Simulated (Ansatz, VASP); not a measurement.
## KCl: VASP beside Ansatz

```
K Cl
1.0
     3.77046    0.00000    0.00000
     0.00000    3.77046    0.00000
     0.00000    0.00000    3.77046
K Cl
1 1
Direct
  0.00000 0.00000 0.00000
  0.50000 0.50000 0.50000
```

Alike in both runs: functional r2SCAN; k mesh 6 × 6 × 6; occupations gaussian, width 0.02 eV; no spin polarisation.

Ansatz relaxed the structure, and its values are those at the end. VASP's run is a single point on that final structure, the one shown.

|  | VASP | Ansatz |
| --- | --- | --- |
| version | VASP 6.6.1 | Ansatz 0.2.0 |
| potentials or method | VASP PAW PBE potentials, release 64 (K_sv, Cl), cutoff 520 eV | scalar-relativistic, plane waves, PAW |
| valence electrons in the cell | 16 | 16 |

VASP gave:

- gap on the k mesh at the Fermi level (eV): 5.81
- least direct gap on the mesh (eV): 6.03
- pressure (GPa): 0.0

**Question.** What did Ansatz give for the same quantities?

**Answer.** gap on the k mesh at the Fermi level (eV): 5.80; least direct gap on the mesh (eV): 6.02; pressure (GPa): 0.0.

VASP's potentials were made for PBE, not for r2SCAN. The functional is the same, so the differences come from potentials, cutoffs and numerics.
